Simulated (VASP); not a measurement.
H9O4F: single point with PBE

The system is H9O4F.

```
O H F
1.0
     5.53313    0.00000    0.00000
     0.00000    5.53313    0.00000
     0.00000    0.00000    5.53313
O H F
4 9 1
Direct
  0.35553 0.24691 0.58191
  0.05189 0.04585 0.18727
  0.46572 0.96094 0.03544
  0.74148 0.73523 0.53971
  0.44899 0.39077 0.55245
  0.41053 0.17771 0.74370
  0.97958 0.94166 0.32257
  0.06082 0.22783 0.22956
  0.54893 0.86774 0.15796
  0.31488 0.96510 0.13134
  0.62234 0.85216 0.60300
  0.86734 0.69912 0.66418
  0.16775 0.36090 0.72035
  0.03143 0.44418 0.79492
```

```
Program             : VASP 6.6.1
Task                : single point
Functional          : PBE
Potentials or basis : VASP PAW PBE potentials, release 64 (O, H, F)
Cutoff              : 520 eV
k mesh              : 1 × 1 × 1
Occupations         : fermi-dirac, width 0.02 eV
Spin                : no spin polarisation
```

- Pressure: -0.5 GPa
- Largest force: 2.797 eV/Å

Forces in eV/Å, atoms in the order of the input:
```
O    0.075 -1.103  1.674
O   -0.931  1.068  1.675
O    0.376 -0.528  0.033
O    0.025  0.345 -0.076
H    0.962  0.487 -0.067
H    0.228  0.226 -1.040
H    0.320  1.637 -0.983
H   -0.452 -2.758 -0.099
H    1.367 -0.187 -0.386
H   -1.077  0.775 -0.788
H    0.777 -0.424  0.275
H   -0.929  0.023 -0.315
H    0.145 -0.278 -0.765
F   -0.884  0.718  0.864
```

Stress tensor (GPa, compression positive):
```
 3.94 -1.82 -1.16
-1.82 -3.08  2.44
-1.16  2.44 -2.49
```

Levels at points of the mesh, in eV from the Fermi level:
```csv
k point,band 18,band 19,band 20,band 21,band 22,band 23
"(0.00, 0.00, 0.00)",-1.39,-0.76,-0.49,3.69,7.24,8.05
```

It took 31 s on 1 thread of Intel Xeon 8259CL, with other jobs on the host, peak memory 0.23 GiB.

Caveat: the k points lie up to 1.14 Å⁻¹ apart, too coarse for converged energies, forces and pressures.
